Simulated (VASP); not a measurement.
Input of a VASP 6.6.1 run:

Contents of INCAR:

```
SYSTEM = CdSe
ALGO = Normal ; EDIFF = 1E-7
ENCUT = 520 ; GGA = PS
ISIF = 2 ; ISMEAR = 0
LASPH = .TRUE. ; LCHARG = .FALSE.
LREAL = .FALSE. ; LWAVE = .FALSE.
NBANDS = 16 ; NELM = 60
PREC = Accurate ; SIGMA = 0.05
```

The input KPOINTS:

```
k-points
0
G
  6 6 6
  0 0 0
```

Contents of POSCAR:

```
CdSe
1.0
    0.0153513550      3.0702710000      3.0702710000
    3.0702710000      0.0153513550      3.0702710000
    3.0856223550      3.0856223550      0.0000000000
Cd Se
1 1
Direct
    0.0000000000      0.0000000000      0.0000000000
    0.7500000000      0.7500000000      0.7500000000
```

Potentials or basis: VASP PAW PBE potentials, release 64 (Cd, Se).

Launch:

```bash
$ cat potpaw_PBE.64/Cd/POTCAR potpaw_PBE.64/Se/POTCAR > POTCAR
$ mpirun -np 1 vasp_std > vasp.out
```

**Question.** Predict the pressure.

**Answer.** -1.1 GPa.

**Question.** Estimate the band gap on the k mesh.

**Answer.** 0.41 eV, direct.

**Question.** Predict the largest force.

**Answer.** 0.053 eV/Å.

Stress tensor (GPa, compression positive):
```
-1.09 -0.41  0.00
-0.41 -1.09  0.00
 0.00  0.00 -1.09
```

Caveat: the PAW data sets were made with another functional, which shifts forces and pressure a little. As with any semilocal functional, this PBEsol gap is likely too small.
